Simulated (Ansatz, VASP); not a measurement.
Two plane-wave programs on CaCuH2

```
Ca Cu H
1.0
     3.62481    0.00000    0.00000
     0.00000    3.62481    0.00000
     0.00000    0.00000    3.48004
Ca Cu H
1 1 2
Direct
  0.00000 0.00000 0.00000
  0.50000 0.50000 0.50000
  0.00000 0.50000 0.50007
  0.50000 0.00000 0.49993
```

Change from the starting cell: species swapped into the InAgTe2 type (P-4m2, No. 115).

Alike in both runs: functional PBE; k mesh 6 × 6 × 4; occupations gaussian, width 0.1 eV; no spin polarisation.

Ansatz relaxed the structure, and its values are those at the end. VASP's run is a single point on that final structure, the one shown.

|  | VASP | Ansatz |
| --- | --- | --- |
| version | VASP 6.6.1 | Ansatz 0.2.0 |
| potentials or method | VASP PAW PBE potentials, release 64 (Ca_sv, Cu, H), cutoff 520 eV | scalar-relativistic, plane waves, PAW |
| valence electrons in the cell | 23 | 31 |

Ansatz gave:

| Quantity | Value |
| --- | --- |
| gap on the k mesh at the Fermi level (eV) | none |
| pressure (GPa) | 0.0 |

**Question.** Estimate VASP's values.

**Answer.** gap on the k mesh at the Fermi level (eV): none; pressure (GPa): 0.2.

A gap of «none» marks a metal or a gap that the smearing closes. The functional is the same, so the differences come from potentials, cutoffs and numerics. VASP's potentials hold 23 valence electrons a cell and Ansatz's 31, so a difference there can come from the potentials and not from the codes.

The k mesh is coarse, so the values compare programs but aren't converged.
